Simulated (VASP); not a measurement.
# SnS2 (Berndtite-2T) (P-3m1) in VASP: further runs

The runs below take SnS2 (Berndtite-2T) through single point, relaxation of cell and atoms, with PBE+D4, PBE+D3(BJ), PBEsol.

Everything below comes from runs of VASP 6.6.1. Logs are shortened: lines on timing, memory, paths and dates and some standing lists are left out, and cuts for length are marked.

### 1 The cell of the first run

It takes space group P-3m1 (No. 164, trigonal). Conventional cell: a = 3.670 Å, b = 3.670 Å, c = 5.800 Å, α = 90.00°, β = 90.00°, γ = 120.00°. Within 3.4 Å of Sn (site symmetry -3m) lie 6 S at 2.58 Å. Within 3.4 Å of S (site symmetry 3m) lie 3 Sn at 2.58 Å.

### 2 Single point, PBE+D4

INCAR reads:

```
SYSTEM = SnS2
PREC     = Accurate       ! precision mode
ENCUT    = 500            ! plane-wave cutoff, eV
EDIFF    = 1E-6           ! SCF threshold, eV
ISMEAR   = 0              ! smearing method
SIGMA    = 0.02           ! smearing width, eV
LREAL    = .False.        ! projectors in reciprocal space
LASPH    = .True.         ! aspherical terms in the spheres
NELM     = 120            ! most SCF steps
ALGO     = Normal         ! electronic algorithm
ISIF     = 2              ! what is computed and relaxed
LWAVE    = .False.        ! write WAVECAR
LCHARG   = .False.        ! write CHGCAR
GGA      = PE             ! functional
IVDW     = 13             ! dispersion correction
NBANDS   = 20             ! bands
GGA_COMPAT= .False.
```

KPOINTS reads:

```
regular mesh
0
Gamma
  6 6 4
  0 0 0
```

POSCAR reads:

```
SnS2
1.0
    3.6696625605      0.0000000000      0.0000000000
   -1.8348312802      3.1780210007      0.0000000000
    0.0000000000      0.0000000000      5.8002728628
Sn S
1 2
Direct
    0.0000000000      0.0000000000      0.0000000000
    0.3333333333      0.6666666667      0.2546570290
    0.6666666667      0.3333333333      0.7453429710
```

Potentials or basis: VASP PAW PBE potentials, release 64 (Sn_d, S).

Launch:

```bash
> cat potpaw_PBE.64/Sn_d/POTCAR potpaw_PBE.64/S/POTCAR > POTCAR
> mpirun -np 1 vasp_std > vasp.out
```

OUTCAR:

```text
SYSTEM = SnS2
   PREC = Accurate
   ENCUT = 500
   EDIFF = 1E-6
   ISMEAR = 0
   LREAL = .False.
   LASPH = .True.
   NELM = 120
   ISIF = 2
   GGA = PE
   IVDW = 13

 ion  position               nearest neighbor table
   1  0.000  0.000  0.000-   2 2.58   3 2.58   2 2.58   3 2.58   3 2.58   2 2.58
   2  0.333  0.667  0.255-   1 2.58   1 2.58   1 2.58
   3  0.667  0.333  0.745-   1 2.58   1 2.58   1 2.58

  LATTYP: Found a hexagonal cell.
 ALAT       =     3.6696625605
 C/A-ratio  =     1.5806011499

  Lattice vectors:

 A1 = (   3.6696625605,   0.0000000000,   0.0000000000)
 A2 = (  -1.8348312802,   3.1780210007,   0.0000000000)
 A3 = (   0.0000000000,   0.0000000000,   5.8002728628)

Analysis of symmetry for initial positions (statically):
=====================================================================
 Subroutine PRICEL returns:
 Original cell was already a primitive cell.

 Routine SETGRP: Setting up the symmetry group for a
 hexagonal supercell.

 Subroutine GETGRP returns: Found 12 space group operations
 (whereof 12 operations were pure point group operations)
 out of a pool of 24 trial point group operations.

The static configuration has the point symmetry D_3d.

Analysis of symmetry for dynamics (positions and initial velocities):
=====================================================================
 Subroutine PRICEL returns:
 Original cell was already a primitive cell.

 Routine SETGRP: Setting up the symmetry group for a
 hexagonal supercell.

 Subroutine GETGRP returns: Found 12 space group operations
 (whereof 12 operations were pure point group operations)
 out of a pool of 24 trial point group operations.

The dynamic configuration has the point symmetry D_3d.

 Subroutine INISYM returns: Found 12 space group operations
 (whereof 12 operations are pure point group operations),
 and found     1 'primitive' translations

----------------------------------------------------------------------------------------

                                     Primitive cell

  volume of cell :      67.6443

  direct lattice vectors                    reciprocal lattice vectors
     3.669662560  0.000000000  0.000000000     0.272504620  0.157330615  0.000000000
    -1.834831280  3.178021001  0.000000000     0.000000000  0.314661231  0.000000000
     0.000000000  0.000000000  5.800272863     0.000000000  0.000000000  0.172405682

  length of vectors
     3.669662560  3.669662560  5.800272863     0.314661231  0.314661231  0.172405682

  position of ions in fractional coordinates (direct lattice)
     0.000000000  0.000000000  0.000000000
     0.333333333  0.666666667  0.254657029
     0.666666667  0.333333333  0.745342971

  ion indices of the primitive-cell ions
   primitive index   ion index
                 1           1
                 2           2
                 3           3

----------------------------------------------------------------------------------------

 KPOINTS: regular mesh

Automatic generation of k-mesh.
 Grid dimensions read from file:
 generate k-points for:    6    6    4

 Generating k-lattice:

  Cartesian coordinates                     Fractional coordinates (reciprocal lattice)
     0.045417437  0.026221769  0.000000000     0.166666667 -0.000000000  0.000000000
     0.000000000  0.052443538  0.000000000     0.000000000  0.166666667  0.000000000
     0.000000000  0.000000000  0.043101421     0.000000000  0.000000000  0.250000000

  Length of vectors
     0.052443538  0.052443538  0.043101421

  Shift w.r.t. Gamma in fractional coordinates (k-lattice)
     0.000000000  0.000000000  0.000000000

 Subroutine IBZKPT returns following result:
 ===========================================

 Found     24 irreducible k-points:

 Following reciprocal coordinates:
            Coordinates               Weight
  0.000000  0.000000  0.000000      1.000000
  0.166667 -0.000000  0.000000      6.000000
  0.333333 -0.000000  0.000000      6.000000
  0.500000  0.000000  0.000000      3.000000
  0.166667  0.166667  0.000000      6.000000
  0.333333  0.166667  0.000000     12.000000
[... 16 lines left out ...]
  0.333333  0.166667  0.500000     12.000000
  0.333333  0.333333  0.500000      2.000000
   k-points           NKPTS =     24   k-points in BZ     NKDIM =     24   number of bands    NBANDS=     20
   number of dos      NEDOS =    301   number of ions     NIONS =      3
   total plane-waves  NPLWV =  32928
   dimension x,y,z NGX =    28 NGY =   28 NGZ =   42
   dimension x,y,z NGXF=    56 NGYF=   56 NGZF=   84
   ions per type =               1   2
   NGX,Y,Z   is equivalent  to a cutoff of  12.68, 12.68, 12.04 a.u.
   NGXF,Y,Z  is equivalent  to a cutoff of  25.37, 25.37, 24.08 a.u.
 SYSTEM =  SnS2
   PREC   = accura    normal or accurate (medium, high low for compatibility)
   ISTART =      0    job   : 0-new  1-cont  2-samecut
   ICHARG =      2    charge: 1-file 2-atom 10-const
   ISPIN  =      1    spin polarized calculation?
   LNONCOLLINEAR =      F non collinear calculations
   LSORBIT =      F    spin-orbit coupling
   LASPH  =      T    aspherical Exc in radial PAW
   ENCUT  =  500.0 eV  36.75 Ry    6.06 a.u.   6.69  6.69 10.58*2*pi/ulx,y,z
   NELM   =    120;   NELMIN=  2; NELMDL= -5     # of ELM steps
   EDIFF  = 0.1E-05   stopping-criterion for ELM
   LREAL  =      F    real-space projection
   EDIFFG = 0.1E-04   stopping-criterion for IOM
   NSW    =      0    number of steps for IOM
   IBRION =     -1    ionic relax: 0-MD 1-quasi-New 2-CG
   NFREE  =      0    steps in history (QN), initial steepest desc. (CG)
   ISIF   =      2    stress and relaxation
   ISYM   =      2    0-nonsym 1-usesym 2-fastsym
   POTIM  = 0.5000    time-step for ionic-motion
   TEBEG  =    0.0;   TEEND  =   0.0 temperature during run
   PSTRESS=    0.0 pullay stress
   NELECT =      26.0000    total number of electrons
   NUPDOWN=      -1.0000    fix difference up-down
   EMIN   =  10.00;   EMAX   =-10.00  energy-range for DOS
   EFERMI =   0.00;   METHOD = LEGACY
   ISMEAR =     0;   SIGMA  =   0.02  broadening in eV -4-tet -1-fermi 0-gaus
   EFERMI_NEDOS =   21; number of points for ismear=-14 and -15
   IALGO  =     38    algorithm
   IMIX   =      4    mixing-type and parameters
     AMIX     =   0.40;   BMIX     =  1.00
     AMIX_MAG =   1.60;   BMIX_MAG =  1.00
  volume/ion in A,a.u.               =      22.55       152.16
  Fermi-wavevector in a.u.,A,eV,Ry     =   1.190297  2.249336 19.276844  1.416808
  Thomas-Fermi vector in A             =   2.326385
   LORBIT       =      0    0 simple, 1 ext, 2 COOP (PROOUT), +10 PAW based schemes
   GGA     = PE    functional components
   LHFCALC =     F    Hartree Fock is set to
   AEXX    =    0.0000 exact exchange contribution
   IVDW    =    13    specifies the selected vdW correction
   LEPSILON=     F    determine dielectric tensor
   LRPA    =     F    only Hartree local field effects (RPA)
 non-spin polarized calculation
 Gauss-broadening in eV      SIGMA  =   0.02
  energy-cutoff  :      500.00
  volume of cell :       67.64
 maximum number of plane-waves:      1743
 NGX is ok and might be reduce to    28
   NGX = 13   NGY = 13   NGZ = 21

 number of electron      25.9999998 magnetization

 Free energy of the ion-electron system (eV)
  ---------------------------------------------------
  ext. energy  EPLUGINS =         0.00000000
  ---------------------------------------------------
  free energy    TOTEN  =       -13.14752098 eV

  energy without entropy =      -13.14752098  energy(sigma->0) =      -13.14752098

 E-fermi :   4.9772     XC(G=0):  -9.6654

 val. band max:        4.8505058259   @ k =   0.0000   0.0000   0.0000
 cond. band min:       6.1823807879   @ k =   0.5000   0.0000   0.2500
 fundamental gap:      1.3318749620
 Fermi energy:         4.9772467158

 k-point     1 :       0.0000    0.0000    0.0000
  band No.  band energies     occupation
      1     -16.1853      2.00000
      2     -16.1853      2.00000
      3     -16.1474      2.00000
      4     -16.1208      2.00000
      5     -16.1208      2.00000
      6      -8.9670      2.00000
[... 12 lines left out ...]
     19      14.3128      0.00000
     20      14.3128      0.00000

 k-point     2 :       0.1667   -0.0000    0.0000
  band No.  band energies     occupation
      1     -16.2017      2.00000
      2     -16.1715      2.00000
      3     -16.1375      2.00000
      4     -16.1282      2.00000
      5     -16.1188      2.00000
      6      -8.6654      2.00000
[... 12 lines left out ...]
     19      13.6671      0.00000
     20      14.5339      0.00000

 k-point     3 :       0.3333   -0.0000    0.0000
  band No.  band energies     occupation
      1     -16.2397      2.00000
      2     -16.1566      2.00000
      3     -16.1494      2.00000
      4     -16.1060      2.00000
      5     -16.1016      2.00000
      6      -7.8451      2.00000
[... 12 lines left out ...]
     19      14.0887      0.00000
     20      15.4101      0.00000

 k-point     4 :       0.5000    0.0000    0.0000
  band No.  band energies     occupation
      1     -16.2596      2.00000
      2     -16.1567      2.00000
      3     -16.1553      2.00000
      4     -16.0926      2.00000
      5     -16.0868      2.00000
      6      -7.1010      2.00000
[... 12 lines left out ...]
     19      15.2335      0.00000
     20      15.9991      0.00000

 k-point     5 :       0.1667    0.1667    0.0000
  band No.  band energies     occupation
      1     -16.2201      2.00000
      2     -16.1682      2.00000
      3     -16.1377      2.00000
      4     -16.1263      2.00000
      5     -16.1024      2.00000
      6      -8.0976      2.00000
[... 12 lines left out ...]
     19      12.3372      0.00000
     20      15.6139      0.00000

 k-point     6 :       0.3333    0.1667    0.0000
  band No.  band energies     occupation
      1     -16.2389      2.00000
      2     -16.1711      2.00000
      3     -16.1441      2.00000
      4     -16.1072      2.00000
      5     -16.0906      2.00000
      6      -7.1937      2.00000
[... 12 lines left out ...]
     19      13.7168      0.00000
     20      15.4447      0.00000

 k-point     7 :       0.3333    0.3333    0.0000
  band No.  band energies     occupation
      1     -16.2072      2.00000
      2     -16.2072      2.00000
      3     -16.1193      2.00000
      4     -16.1193      2.00000
      5     -16.0988      2.00000
      6      -6.5531      2.00000
[... 12 lines left out ...]
     19      13.7191      0.00000
     20      13.7191      0.00000
[... 277 lines left out ...]
 k-point    20 :       0.3333   -0.0000    0.5000
  band No.  band energies     occupation
      1     -16.2400      2.00000
      2     -16.1567      2.00000
      3     -16.1495      2.00000
      4     -16.1058      2.00000
      5     -16.1016      2.00000
      6      -7.6616      2.00000
[... 12 lines left out ...]
     19      14.8710      0.00000
     20      15.3366      0.00000

 k-point    21 :       0.5000    0.0000    0.5000
  band No.  band energies     occupation
      1     -16.2600      2.00000
      2     -16.1568      2.00000
      3     -16.1553      2.00000
      4     -16.0923      2.00000
      5     -16.0868      2.00000
      6      -6.9779      2.00000
[... 12 lines left out ...]
     19      15.4449      0.00000
     20      16.4928      0.00000

 k-point    22 :       0.1667    0.1667    0.5000
  band No.  band energies     occupation
      1     -16.2203      2.00000
      2     -16.1683      2.00000
      3     -16.1378      2.00000
      4     -16.1262      2.00000
      5     -16.1023      2.00000
      6      -7.9035      2.00000
[... 12 lines left out ...]
     19      13.4114      0.00000
     20      14.4941      0.00000

 k-point    23 :       0.3333    0.1667    0.5000
  band No.  band energies     occupation
      1     -16.2392      2.00000
      2     -16.1712      2.00000
      3     -16.1441      2.00000
      4     -16.1071      2.00000
      5     -16.0905      2.00000
      6      -7.0565      2.00000
[... 12 lines left out ...]
     19      13.9772      0.00000
     20      15.0385      0.00000

 k-point    24 :       0.3333    0.3333    0.5000
  band No.  band energies     occupation
      1     -16.2074      2.00000
      2     -16.2074      2.00000
      3     -16.1194      2.00000
      4     -16.1194      2.00000
      5     -16.0986      2.00000
      6      -6.5305      2.00000
[... 12 lines left out ...]
     19      14.4186      0.00000
     20      14.4253      0.00000

------------------------ aborting loop because EDIFF is reached ----------------------------------------

  DFT-D4 for vdW energy calculation

  Edisp (eV):   -1.07344

  FORCE on cell =-STRESS in cart. coord.  units (eV):
  Direction    XX          YY          ZZ          XY          YZ          ZX
  --------------------------------------------------------------------------------------
  -------------------------------------------------------------------------------------
  Total      -0.03339    -0.03339    -0.03195    -0.00000     0.00000     0.00000
  in kB      -0.79078    -0.79078    -0.75677    -0.00000     0.00000     0.00000
  external pressure =       -0.78 kB  Pullay stress =        0.00 kB

 VOLUME and BASIS-vectors are now :
 -----------------------------------------------------------------------------
  energy-cutoff  :      500.00
  volume of cell :       67.64
      direct lattice vectors                 reciprocal lattice vectors
     3.669662560  0.000000000  0.000000000     0.272504620  0.157330615  0.000000000
    -1.834831280  3.178021001  0.000000000     0.000000000  0.314661231  0.000000000
     0.000000000  0.000000000  5.800272863     0.000000000  0.000000000  0.172405682

 POSITION                                       TOTAL-FORCE (eV/Angst)
 -----------------------------------------------------------------------------------
      0.00000      0.00000      0.00000        -0.000000      0.000000      0.000000
     -0.00000      2.11868      1.47708        -0.000000      0.000000     -0.004498
      1.83483      1.05934      4.32319         0.000000     -0.000000      0.004498
 -----------------------------------------------------------------------------------
    total drift:                               -0.000000     -0.000000      0.000000

  FREE ENERGIE OF THE ION-ELECTRON SYSTEM (eV)
  ---------------------------------------------------
  free  energy   TOTEN  =       -14.2209658513 eV

  energy  without entropy=      -14.2209658513  energy(sigma->0) =      -14.22096585
```

It took 16 s on 1 thread of Intel Xeon Platinum 8488C (Sapphire Rapids), shared host; peak memory 0.18 GiB.

What came out:

- Free energy: -14.2210 eV
- Pressure: -0.1 GPa
- Largest force: 0.004 eV/Å
- Band gap on the k mesh: 1.33 eV, indirect (least direct gap 1.73 eV)
- Dispersion energy per atom: -0.358 eV

Forces in eV/Å, atoms in the order of the input:
```
Sn   0.000  0.000  0.000
S    0.000  0.000 -0.004
S    0.000  0.000  0.004
```

Caveat: spin-orbit coupling is left out, which moves the levels of the heavy elements. A k mesh can miss the band edges.

### 3 Single point, PBE+D3(BJ)

INCAR, as its differences from that of step 2:

```diff
@@ -14,3 +14,3 @@
 GGA      = PE             ! functional
-IVDW     = 13             ! dispersion correction
+IVDW     = 12             ! dispersion correction
 NBANDS   = 20             ! bands
```

KPOINTS is that of step 2.

POSCAR reads:

```
SnS2
1.0
    3.6703705273      0.0000000000      0.0000000000
   -1.8351852636      3.1786341179      0.0000000000
    0.0000000000      0.0000000000      5.8041368723
Sn S
1 2
Direct
    0.0000000000      0.0000000000      0.0000000000
    0.3333333333      0.6666666667      0.2545025911
    0.6666666667      0.3333333333      0.7454974089
```

Potentials or basis: VASP PAW PBE potentials, release 64 (Sn_d, S).

Launch:

```bash
> cat potpaw_PBE.64/Sn_d/POTCAR potpaw_PBE.64/S/POTCAR > POTCAR
> mpirun -np 1 vasp_std > vasp.out
```

It took 15 s on 1 thread of Intel Xeon Platinum 8488C (Sapphire Rapids), shared host; peak memory 0.19 GiB.

It converged, with:

```yaml
Free_energy: -14.1329 eV
Pressure: -0.1 GPa
Largest_force: 0.005 eV/Å
Band_gap_on_the_k_mesh: 1.33 eV, indirect (least direct gap 1.73 eV)
Dispersion_energy_per_atom: -0.328 eV
```

Forces in eV/Å, atoms in the order of the input:
```
Sn   0.000  0.000  0.000
S    0.000  0.000 -0.005
S    0.000  0.000  0.005
```

Levels at points of the mesh, in eV from the valence-band top:
```csv
k point,band 9,band 10,band 11,band 12,band 13,band 14,band 15,band 16,band 17,band 18
"(0.00, 0.00, 0.00)",-0.73,-0.73,-0.50,-0.50,0.00,1.73,3.52,5.31,5.31,8.98
"(0.50, 0.00, 0.00)",-4.34,-2.85,-2.62,-1.18,-0.36,1.63,4.35,5.81,5.92,7.53
"(0.00, 0.00, 0.50)",-2.03,-0.84,-0.84,-0.33,-0.33,2.96,3.59,5.01,5.01,8.55
"(0.50, 0.00, 0.50)",-4.87,-2.42,-1.84,-0.83,-0.78,1.38,4.59,5.44,6.38,6.81
```

Caveat: spin-orbit coupling is left out, which moves the levels of the heavy elements.

### 4 Single point, PBEsol

This run uses another cell than the first one, of 23.32 Å³/atom, 1.034 times its volume.

INCAR reads:

```
SYSTEM = SnS2
  PREC = Accurate
  ENCUT = 500
  EDIFF = 1E-6
  ISMEAR = 0
  SIGMA = 0.02
  LREAL = .FALSE.
  LASPH = .TRUE.
  NELM = 120
  ALGO = Normal
  ISIF = 2
  LWAVE = .FALSE.
  LCHARG = .TRUE.
  GGA = PS
  LELF = .TRUE.
  LVHAR = .TRUE.
  NBANDS = 20
  GGA_COMPAT = .FALSE.
```

KPOINTS reads:

```
Automatic mesh
0
G
  6 6 4
  0 0 0
```

POSCAR reads:

```
SnS2
1.0
    3.6532149070      0.0000000000      0.0000000000
   -1.8266074535      3.1637769149      0.0000000000
    0.0000000000      0.0000000000      6.0536750018
Sn S
1 2
Direct
    0.0000000000      0.0000000000      0.0000000000
    0.3333333333      0.6666666667      0.2432425668
    0.6666666667      0.3333333333      0.7567574332
```

Launch:

```bash
> cat potpaw_PBE.64/Sn_d/POTCAR potpaw_PBE.64/S/POTCAR > POTCAR
> mpirun -np 1 vasp_std > vasp.out
```

It took 19 s on 1 thread of Intel Xeon Platinum 8488C (Sapphire Rapids), shared host; peak memory 0.19 GiB.

The run converged. Its results:

* Free energy: -14.2654 eV
* Pressure: -0.1 GPa
* Band gap on the k mesh: 1.49 eV, indirect (least direct gap 1.81 eV)

Levels at points of the mesh, in eV from the valence-band top:
| k point | band 9 | band 10 | band 11 | band 12 | band 13 | band 14 | band 15 | band 16 | band 17 | band 18 |
| --- | --- | --- | --- | --- | --- | --- | --- | --- | --- | --- |
| (0.00, 0.00, 0.00) | -0.51 | -0.51 | -0.20 | -0.20 | -0.02 | 1.98 | 3.67 | 5.46 | 5.46 | 8.76 |
| (0.50, 0.00, 0.00) | -4.31 | -2.53 | -2.40 | -0.83 | -0.19 | 1.70 | 4.50 | 6.03 | 6.27 | 7.50 |
| (0.00, 0.00, 0.50) | -1.71 | -0.57 | -0.57 | -0.10 | -0.10 | 3.06 | 3.72 | 5.26 | 5.26 | 8.94 |
| (0.50, 0.00, 0.50) | -4.66 | -2.28 | -1.77 | -0.58 | -0.45 | 1.50 | 4.71 | 5.61 | 6.35 | 6.92 |

Caveat: the PAW data sets were made with another functional, which shifts forces and pressure a little; spin-orbit coupling is left out, which moves the levels of the heavy elements; this functional lacks dispersion, which binds the layers, so the pressure and a relaxed spacing across them are unreliable.

[end of part 1 of 2]
